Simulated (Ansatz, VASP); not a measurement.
AlN: VASP beside Ansatz

```
Al N
1.0
     3.11300    0.00000    0.00000
    -1.55650    2.69594    0.00000
     0.00000    0.00000    4.98100
Al N
2 2
Direct
  0.33333 0.66667 0.00000
  0.66667 0.33333 0.50000
  0.33333 0.66667 0.38000
  0.66667 0.33333 0.88000
```

Alike in both runs: task relaxation of cell and atoms; functional PBE; k mesh 9 × 9 × 6; occupations gaussian, width 0.02 eV; no spin polarisation.

```csv
,VASP,Ansatz
version,VASP 6.6.1,Ansatz 0.2.0
potentials or method,"VASP PAW PBE potentials, release 64 (Al, N), cutoff 600 eV","scalar-relativistic, plane waves, PAW"
valence electrons in the cell,16,16
```

Ansatz gave:

* gap on the k mesh at the Fermi level, each at its own relaxed structure (eV): 4.04
* relaxed volume (Å³/atom): 10.64
* relaxed length of the cell vector where the two differ most in proportion (Å): 3.130

Question: What did VASP give for the same quantities?

Answer: gap on the k mesh at the Fermi level, each at its own relaxed structure (eV): 4.06; relaxed volume (Å³/atom): 10.62; relaxed length of the cell vector where the two differ most in proportion (Å): 3.128.
